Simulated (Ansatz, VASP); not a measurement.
Two plane-wave programs on SrMo

File INCAR:

```
SYSTEM = SrMo
PREC = Accurate ; ENCUT = 600
EDIFF = 1E-6 ; ISMEAR = 0
SIGMA = 0.1 ; LREAL = .FALSE.
LASPH = .TRUE. ; NELM = 80
ALGO = Fast ; ISIF = 3
LWAVE = .FALSE. ; LCHARG = .FALSE.
GGA = PE ; IBRION = 2
NSW = 100 ; EDIFFG = -0.01
KPAR = 4
```

The input KPOINTS:

```
Automatic mesh
0
G
  12 12 6
  0 0 0
```

The input POSCAR:

```
SrMo
1.0
    5.3116948724      0.0000000000      0.0000000000
   -2.6558474362      4.6000626967      0.0000000000
    0.0000000000      0.0000000000      6.2990241113
Sr Mo
3 3
Direct
    0.6832191892      0.0000000000      0.6666666667
    0.0000000000      0.6832191892      0.3333333333
    0.3167808108      0.3167808108      0.0000000000
    0.5900958022      0.0000000000      0.1666666667
    0.0000000000      0.5900958022      0.8333333333
    0.4099041978      0.4099041978      0.5000000000
```

Input for Ansatz:

```yaml
crystal:
  lattice:
    - [5.3116948724, 0.0, 0.0]
    - [-2.6558474362, 4.6000626967, 0.0]
    - [0.0, 0.0, 6.2990241113]
  atoms:
    - { symbol: Sr, position: [0.6832191892, 0.0, 0.6666666667] }
    - { symbol: Sr, position: [0.0, 0.6832191892, 0.3333333333] }
    - { symbol: Sr, position: [0.3167808108, 0.3167808108, 0.0] }
    - { symbol: Mo, position: [0.5900958022, 0.0, 0.1666666667] }
    - { symbol: Mo, position: [0.0, 0.5900958022, 0.8333333333] }
    - { symbol: Mo, position: [0.4099041978, 0.4099041978, 0.5] }
basis:
  ecutwfc: 420
kpoints:
  mp_grid: { grid: [12, 12, 6] }
hamiltonian:
  xc: pbe
scf:
  occupations: { method: gaussian, width: 0.1 }
output:
  forces: true
  stress: true
  eigenvalues: true
relax:
  adjacent_minimum: "off"
  f_tol: 0.01
  max_steps: 80
  cell: { stress_tol: 0.05 }
```

Alike in both runs: task relaxation of cell and atoms; functional PBE; k mesh 12 × 12 × 6; occupations gaussian, width 0.1 eV; no spin polarisation.

|  | VASP | Ansatz |
| --- | --- | --- |
| version | VASP 6.6.1 | Ansatz 0.2.0 |
| potentials or method | VASP PAW PBE potentials, release 64 (Sr_sv, Mo_sv), cutoff 600 eV | scalar-relativistic, plane waves, PAW |
| valence electrons in the cell | 72 | 72 |

```tsv
	VASP	Ansatz	Ansatz less VASP
gap on the k mesh at the Fermi level, each at its own relaxed structure (eV)	none	none	-
relaxed volume (Å³/atom)	25.77	25.65	-0.120
relaxed length of the cell vector where the two differ most in proportion (Å)	5.321	5.312	-0.0087
```

A gap of «none» marks a metal or a gap that the smearing closes.
